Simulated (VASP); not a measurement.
Here is a VASP 6.6.1 calculation.

INCAR

```
  PREC = Accurate
  ENCUT = 520
  EDIFF = 1E-6
  ISMEAR = -1
  SIGMA = 0.1
  LREAL = False
  LASPH = True
  NELM = 80
  ALGO = Normal
  ISIF = 2
  LWAVE = False
  LCHARG = False
  GGA = PE
  NBANDS = 14
```

Contents of KPOINTS:

```
regular mesh
0
Gamma
  9 9 9
```

File POSCAR:

```
HfN
1.0
    0.0000000000      2.2099462613      2.2099462613
    2.2099462613      0.0000000000      2.2099462613
    2.2099462613      2.2099462613      0.0000000000
Hf N
1 1
Direct
    0.0000000000      0.0000000000      0.0000000000
    0.5000000000      0.5000000000      0.5000000000
```

Potentials or basis: VASP PAW PBE potentials, release 64 (Hf_pv, N).

The run is started by

```bash
$ cat potpaw_PBE.64/Hf_pv/POTCAR potpaw_PBE.64/N/POTCAR > POTCAR
$ mpirun -np 1 vasp_std > vasp.out
```

(1) Estimate the pressure.

Results:

(1) 24.5 GPa.
